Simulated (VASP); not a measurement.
A run of VASP 6.6.1 is set up as follows.

Contents of INCAR:

```
SYSTEM = TePt2Se
PREC     = Accurate       ! precision mode
ENCUT    = 520            ! plane-wave cutoff, eV
EDIFF    = 1E-6           ! SCF threshold, eV
ISMEAR   = 0              ! smearing method
SIGMA    = 0.1            ! smearing width, eV
LREAL    = .FALSE.        ! projectors in reciprocal space
LASPH    = .TRUE.         ! aspherical terms in the spheres
NELM     = 100            ! most SCF steps
ALGO     = Normal         ! electronic algorithm
ISIF     = 2              ! what is computed and relaxed
LWAVE    = .FALSE.        ! write WAVECAR
LCHARG   = .TRUE.         ! write CHGCAR
GGA      = PE             ! functional
LELF     = .TRUE.         ! ELF
LVHAR    = .TRUE.       
NBANDS   = 24             ! bands
```

KPOINTS

```
Automatic mesh
0
G
  6 6 4
  0 0 0
```

POSCAR

```
TePt2Se
1.0
    4.1429807195      0.0000000000      0.0000000000
   -2.0714903597      3.5879265505      0.0000000000
    0.0000000000      0.0000000000      5.5820139074
Te Pt Se
1 2 1
Direct
    0.3333333333      0.6666666667      0.5000000000
    0.6666666667      0.3333333333      0.7543855109
    0.6666666667      0.3333333333      0.2456144891
    0.0000000000      0.0000000000      0.0000000000
```

Potentials or basis: VASP PAW PBE potentials, release 64 (Te, Pt, Se).

The run is started by

```bash
$ cat potpaw_PBE.64/Te/POTCAR potpaw_PBE.64/Pt/POTCAR potpaw_PBE.64/Se/POTCAR > POTCAR
$ mpirun -np 1 vasp_std > vasp.out
```

Problem. Estimate the largest force.

Solution. 0.006 eV/Å.

Problem. Estimate the pressure.

Solution. -0.2 GPa.

Forces in eV/Å, atoms in the order of the input:
```
Te   0.000  0.000  0.000
Pt   0.000  0.000 -0.006
Pt   0.000  0.000  0.006
Se   0.000  0.000  0.000
```
